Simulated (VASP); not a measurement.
Runs of VASP 6.6.1 on BAs (lda). The structure is that of space group F-43m (No. 216), or close to it. The cells are those of the table. 

| task | cell | k mesh | smearing | gap on the mesh (eV) | pressure (GPa) |
| --- | --- | --- | --- | --- | --- |
| single point | a = 3.346 Å, angles 60.0°, 2 atoms | 8 × 8 × 8 | gaussian 0.01 eV | 1.11 | 1.0 |
| relaxation of cell and atoms | relaxed from a = 3.378 Å, angles 60.0°, 2 atoms | 8 × 8 × 8 | gaussian 0.02 eV | (a) | 0.0 |
| single point | a = 3.346 Å, angles 60.0°, 2 atoms | 8 × 8 × 8 | gaussian 0.02 eV | 1.11 | 1.0 |
| single point | a = 3.378 Å, angles 60.0°, 2 atoms | 6 × 6 × 6 | gaussian 0.1 eV | 1.22 | -3.1 |

Alike in all rows: level LDA; potentials or basis VASP PAW LDA potentials, release 64 (B, As); no spin polarisation; cutoff (eV) 500.

Question: Estimate the missing entries.

Answer: (a) 1.12.

A k mesh can miss the band edges, and the runs leave out spin-orbit coupling on As.
